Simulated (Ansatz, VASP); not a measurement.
## MnZn: VASP beside Ansatz

```
Mn Zn
1.0
     3.07000    0.00000    0.00000
     0.00000    3.07000    0.00000
     0.00000    0.00000    3.07000
Mn Zn
1 1
Direct
  0.00000 0.00000 0.00000
  0.50000 0.50000 0.50000
```

Alike in both runs: task single point; functional LDA; k mesh 12 × 12 × 12; occupations fermi-dirac, width 0.03 eV; collinear spin.

```csv
,VASP,Ansatz
version,VASP 6.6.1,Ansatz 0.2.0
potentials or method,"VASP PAW LDA potentials, release 64 (Mn_pv, Zn)","PAW with Ansatz's default frozen-core files, scalar-relativistic"
plane-wave cutoff (eV),520,420
valence electrons in the cell,25,27
```

Ansatz gave:

| Quantity | Value |
| --- | --- |
| pressure (GPa) | -17.7 |
| net moment per atom (μB) | 1.51 |
| size of the moment on the site where the two differ most (μB) | 3.01 |

Problem. Which values does VASP return?

Solution. Pressure (GPa): -17.8; net moment per atom (μB): 1.48; size of the moment on the site where the two differ most (μB): 2.96.

LDA's correlation is that of Perdew and Zunger in VASP and of Perdew and Wang (1992) in Ansatz. Site moments also hang on the region over which each program counts them. VASP's potentials hold 25 valence electrons a cell and Ansatz's 27, so a difference there can come from the potentials and not from the codes.
